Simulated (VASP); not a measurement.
# PtSe2 (P-3m1) in VASP: single point with PBE

Aim: the single point of PtSe2 with PBE.

Everything below comes from runs of VASP 6.6.1. Logs are shortened: lines on timing, memory, paths and dates and some standing lists are left out, and cuts for length are marked.

### Step 1. The cell of the first run

Symmetry: P-3m1, No. 164, trigonal system. Conventional cell: a = 3.724 Å, b = 3.724 Å, c = 5.062 Å, α = 90.00°, β = 90.00°, γ = 120.00°. Within 3.3 Å of Pt (site symmetry -3m) lie 6 Se at 2.49 Å. Se (site symmetry 3m) has 3 Pt at 2.49 Å within 3.3 Å.

### Step 2. Single point, PBE

INCAR

```
  PREC = Accurate
  ENCUT = 520
  EDIFF = 1E-6
  ISMEAR = -1
  SIGMA = 0.05
  LREAL = False
  LASPH = True
  NELM = 100
  ALGO = Normal
  ISIF = 2
  LWAVE = False
  LCHARG = False
  GGA = PE
  NBANDS = 18
```

KPOINTS

```
Automatic mesh
0
Gamma
  10 10 7
```

POSCAR

```
PtSe2
1.0
    3.7240006046      0.0000000000      0.0000000000
   -1.8620003023      3.2250791273      0.0000000000
    0.0000000000      0.0000000000      5.0620000000
Pt Se
1 2
Direct
    0.0000000000      0.0000000000      0.0000000000
    0.3333333333      0.6666666667      0.2500000000
    0.6666666667      0.3333333333      0.7500000000
```

Potentials or basis: VASP PAW PBE potentials, release 64 (Pt, Se).

The run is started by

```
$ cat potpaw_PBE.64/Pt/POTCAR potpaw_PBE.64/Se/POTCAR > POTCAR
$ mpirun -np 1 vasp_std > vasp.out
```

OUTCAR:

```text
PREC = Accurate
   ENCUT = 520
   EDIFF = 1E-6
   ISMEAR = -1
   LREAL = False
   LASPH = True
   NELM = 100
   ISIF = 2
   GGA = PE

 ion  position               nearest neighbor table
   1  0.000  0.000  0.000-   2 2.49   3 2.49   3 2.49   2 2.49   3 2.49   2 2.49
   2  0.333  0.667  0.250-   1 2.49   1 2.49   1 2.49
   3  0.667  0.333  0.750-   1 2.49   1 2.49   1 2.49

  LATTYP: Found a hexagonal cell.
 ALAT       =     3.7240006046
 C/A-ratio  =     1.3592908642

  Lattice vectors:

 A1 = (   3.7240006046,   0.0000000000,   0.0000000000)
 A2 = (  -1.8620003023,   3.2250791273,   0.0000000000)
 A3 = (   0.0000000000,   0.0000000000,   5.0620000000)

Analysis of symmetry for initial positions (statically):
=====================================================================
 Subroutine PRICEL returns:
 Original cell was already a primitive cell.

 Routine SETGRP: Setting up the symmetry group for a
 hexagonal supercell.

 Subroutine GETGRP returns: Found 12 space group operations
 (whereof 12 operations were pure point group operations)
 out of a pool of 24 trial point group operations.

The static configuration has the point symmetry D_3d.

Analysis of symmetry for dynamics (positions and initial velocities):
=====================================================================
 Subroutine PRICEL returns:
 Original cell was already a primitive cell.

 Routine SETGRP: Setting up the symmetry group for a
 hexagonal supercell.

 Subroutine GETGRP returns: Found 12 space group operations
 (whereof 12 operations were pure point group operations)
 out of a pool of 24 trial point group operations.

The dynamic configuration has the point symmetry D_3d.

 Subroutine INISYM returns: Found 12 space group operations
 (whereof 12 operations are pure point group operations),
 and found     1 'primitive' translations

----------------------------------------------------------------------------------------

                                     Primitive cell

  volume of cell :      60.7956

  direct lattice vectors                    reciprocal lattice vectors
     3.724000605  0.000000000  0.000000000     0.268528420  0.155034956  0.000000000
    -1.862000302  3.225079127  0.000000000     0.000000000  0.310069912  0.000000000
     0.000000000  0.000000000  5.062000000     0.000000000  0.000000000  0.197550375

  length of vectors
     3.724000605  3.724000605  5.062000000     0.310069912  0.310069912  0.197550375

  position of ions in fractional coordinates (direct lattice)
     0.000000000  0.000000000  0.000000000
     0.333333333  0.666666667  0.250000000
     0.666666667  0.333333333  0.750000000

  ion indices of the primitive-cell ions
   primitive index   ion index
                 1           1
                 2           2
                 3           3

----------------------------------------------------------------------------------------

 KPOINTS: Automatic mesh

Automatic generation of k-mesh.
 Grid dimensions read from file:
 generate k-points for:   10   10    7

 Generating k-lattice:

  Cartesian coordinates                     Fractional coordinates (reciprocal lattice)
     0.026852842  0.015503496  0.000000000     0.100000000  0.000000000  0.000000000
     0.000000000  0.031006991  0.000000000     0.000000000  0.100000000  0.000000000
     0.000000000  0.000000000  0.028221482     0.000000000  0.000000000  0.142857143

  Length of vectors
     0.031006991  0.031006991  0.028221482

  Shift w.r.t. Gamma in fractional coordinates (k-lattice)
     0.000000000  0.000000000  0.000000000

 Subroutine IBZKPT returns following result:
 ===========================================

 Found     80 irreducible k-points:

 Following reciprocal coordinates:
            Coordinates               Weight
  0.000000  0.000000  0.000000      1.000000
  0.100000 -0.000000  0.000000      6.000000
  0.200000 -0.000000  0.000000      6.000000
  0.300000 -0.000000  0.000000      6.000000
  0.400000 -0.000000  0.000000      6.000000
  0.500000 -0.000000  0.000000      3.000000
[... 16 lines left out ...]
  0.000000  0.400000  0.142857      6.000000
  0.500000 -0.000000  0.142857      6.000000
 [... further k-points ...]
   k-points           NKPTS =     80   k-points in BZ     NKDIM =     80   number of bands    NBANDS=     18
   number of dos      NEDOS =    301   number of ions     NIONS =      3
   total plane-waves  NPLWV =  31360
   dimension x,y,z NGX =    28 NGY =   28 NGZ =   40
   dimension x,y,z NGXF=    56 NGYF=   56 NGZF=   80
   ions per type =               1   2
   NGX,Y,Z   is equivalent  to a cutoff of  12.50, 12.50, 13.14 a.u.
   NGXF,Y,Z  is equivalent  to a cutoff of  25.00, 25.00, 26.27 a.u.
 SYSTEM =  unknown system
   PREC   = accura    normal or accurate (medium, high low for compatibility)
   ISTART =      0    job   : 0-new  1-cont  2-samecut
   ICHARG =      2    charge: 1-file 2-atom 10-const
   ISPIN  =      1    spin polarized calculation?
   LNONCOLLINEAR =      F non collinear calculations
   LSORBIT =      F    spin-orbit coupling
   LASPH  =      T    aspherical Exc in radial PAW
   ENCUT  =  520.0 eV  38.22 Ry    6.18 a.u.   6.92  6.92  9.41*2*pi/ulx,y,z
   NELM   =    100;   NELMIN=  2; NELMDL= -5     # of ELM steps
   EDIFF  = 0.1E-05   stopping-criterion for ELM
   LREAL  =      F    real-space projection
   EDIFFG = 0.1E-04   stopping-criterion for IOM
   NSW    =      0    number of steps for IOM
   IBRION =     -1    ionic relax: 0-MD 1-quasi-New 2-CG
   NFREE  =      0    steps in history (QN), initial steepest desc. (CG)
   ISIF   =      2    stress and relaxation
   ISYM   =      2    0-nonsym 1-usesym 2-fastsym
   POTIM  = 0.5000    time-step for ionic-motion
   TEBEG  =    0.0;   TEEND  =   0.0 temperature during run
   PSTRESS=    0.0 pullay stress
   NELECT =      22.0000    total number of electrons
   NUPDOWN=      -1.0000    fix difference up-down
   EMIN   =  10.00;   EMAX   =-10.00  energy-range for DOS
   EFERMI =   0.00;   METHOD = LEGACY
   ISMEAR =    -1;   SIGMA  =   0.05  broadening in eV -4-tet -1-fermi 0-gaus
   EFERMI_NEDOS =   21; number of points for ismear=-14 and -15
   IALGO  =     38    algorithm
   IMIX   =      4    mixing-type and parameters
     AMIX     =   0.40;   BMIX     =  1.00
     AMIX_MAG =   1.60;   BMIX_MAG =  1.00
  volume/ion in A,a.u.               =      20.27       136.76
  Fermi-wavevector in a.u.,A,eV,Ry     =   1.166608  2.204570 18.517180  1.360974
  Thomas-Fermi vector in A             =   2.303119
   LORBIT       =      0    0 simple, 1 ext, 2 COOP (PROOUT), +10 PAW based schemes
   GGA     = PE    functional components
   LHFCALC =     F    Hartree Fock is set to
   AEXX    =    0.0000 exact exchange contribution
   IVDW    =     0    specifies the selected vdW correction
   LEPSILON=     F    determine dielectric tensor
   LRPA    =     F    only Hartree local field effects (RPA)
 non-spin polarized calculation
  energy-cutoff  :      520.00
  volume of cell :       60.80
 maximum number of plane-waves:      1654
   NGX = 13   NGY = 13   NGZ = 19

 number of electron      21.9999999 magnetization

 Free energy of the ion-electron system (eV)
  ---------------------------------------------------
  ext. energy  EPLUGINS =         0.00000000
  ---------------------------------------------------
  free energy    TOTEN  =       -14.18979649 eV

  energy without entropy =      -14.18545801  energy(sigma->0) =      -14.18762725

 E-fermi :   6.5397     XC(G=0): -10.6332

 val. band max:        6.4566588136   @ k =   0.0000   0.0000   0.1429
 cond. band min:       6.5872810401   @ k =   0.3000   0.3000   0.0000
 fundamental gap:      0.1306222265
 Fermi energy:         6.5396642950

 k-point     1 :       0.0000    0.0000    0.0000
  band No.  band energies     occupation
      1      -9.1801      2.00000
      2      -6.3566      2.00000
      3      -0.6646      2.00000
      4       0.0438      2.00000
      5       0.0438      2.00000
      6       2.5050      2.00000
[... 10 lines left out ...]
     17      13.8145      0.00000
     18      18.3485      0.00000

 k-point     2 :       0.1000   -0.0000    0.0000
  band No.  band energies     occupation
      1      -9.0676      2.00000
      2      -6.4074      2.00000
      3      -0.5314      2.00000
      4       0.1167      2.00000
      5       0.1248      2.00000
      6       2.3524      2.00000
[... 10 lines left out ...]
     17      14.1815      0.00000
     18      16.7777      0.00000

 k-point     3 :       0.2000   -0.0000    0.0000
  band No.  band energies     occupation
      1      -8.7467      2.00000
      2      -6.5442      2.00000
      3      -0.1681      2.00000
      4       0.3099      2.00000
      5       0.3670      2.00000
      6       1.7528      2.00000
[... 10 lines left out ...]
     17      14.8895      0.00000
     18      15.2131      0.00000

 k-point     4 :       0.3000   -0.0000    0.0000
  band No.  band energies     occupation
      1      -8.2722      2.00000
      2      -6.7353      2.00000
      3       0.1100      2.00000
      4       0.5369      2.00000
      5       0.7167      2.00000
      6       1.0632      2.00000
[... 375 lines left out ...]
      4       0.6811      2.00000
      5       1.2046      2.00000
      6       1.4575      2.00000
[... 10 lines left out ...]
     17      14.4350      0.00000
     18      16.1692      0.00000

 k-point    23 :       0.0000    0.4000    0.1429
  band No.  band energies     occupation
      1      -7.7666      2.00000
      2      -6.9103      2.00000
      3      -0.6827      2.00000
      4       0.6074      2.00000
      5       0.6092      2.00000
      6       1.9622      2.00000
[... 10 lines left out ...]
     17      15.0722      0.00000
     18      16.3953      0.00000

 k-point    24 :       0.5000   -0.0000    0.1429
  band No.  band energies     occupation
      1      -7.3812      2.00000
      2      -7.1822      2.00000
      3      -0.8712      2.00000
      4       0.6700      2.00000
      5       1.0388      2.00000
      6       2.1206      2.00000
[... 10 lines left out ...]
     17      14.6332      0.00000
     18      16.9795      0.00000

 [... further k-points ...]

------------------------ aborting loop because EDIFF is reached ----------------------------------------

  FORCE on cell =-STRESS in cart. coord.  units (eV):
  Direction    XX          YY          ZZ          XY          YZ          ZX
  --------------------------------------------------------------------------------------
  -------------------------------------------------------------------------------------
  Total        3.0281967      3.0281967      2.2592878      0.0000000      0.0000000      0.0000000
  in kB       79.8035846     79.8035846     59.5401440      0.0000000      0.0000000      0.0000000
  external PRESSURE =      73.0491044 kB  Pullay stress =       0.0000000 kB

 VOLUME and BASIS-vectors are now :
 -----------------------------------------------------------------------------
  energy-cutoff  :      520.00
  volume of cell :       60.80
      direct lattice vectors                 reciprocal lattice vectors
     3.724000605  0.000000000  0.000000000     0.268528420  0.155034956  0.000000000
    -1.862000302  3.225079127  0.000000000     0.000000000  0.310069912  0.000000000
     0.000000000  0.000000000  5.062000000     0.000000000  0.000000000  0.197550375

 POSITION                                       TOTAL-FORCE (eV/Angst)
 -----------------------------------------------------------------------------------
      0.00000      0.00000      0.00000         0.000000      0.000000      0.000000
     -0.00000      2.15005      1.26550         0.000000     -0.000000      0.569268
      1.86200      1.07503      3.79650        -0.000000      0.000000     -0.569268
 -----------------------------------------------------------------------------------
    total drift:                               -0.000000     -0.000000     -0.000000

  FREE ENERGIE OF THE ION-ELECTRON SYSTEM (eV)
  ---------------------------------------------------
  free  energy   TOTEN  =       -14.1897964872 eV

  energy  without entropy=      -14.1854580150  energy(sigma->0) =      -14.18762725
```

Wall time 64 s (1 thread of AMD EPYC 7R13 (Zen 3), shared host); peak memory 0.21 GiB.

Results:

```
Free energy            : -14.1898 eV
Pressure               : 7.3 GPa
Largest force          : 0.569 eV/Å
Band gap on the k mesh : zero (band 11 reaches 6.94 eV, above the bottom of band 12 at 6.39 eV)
```

Forces on the atoms (eV/Å):
```
Pt   0.000  0.000  0.000
Se   0.000  0.000  0.569
Se   0.000  0.000 -0.569
```

Caveat: spin-orbit coupling is left out, which moves the levels of the heavy elements.
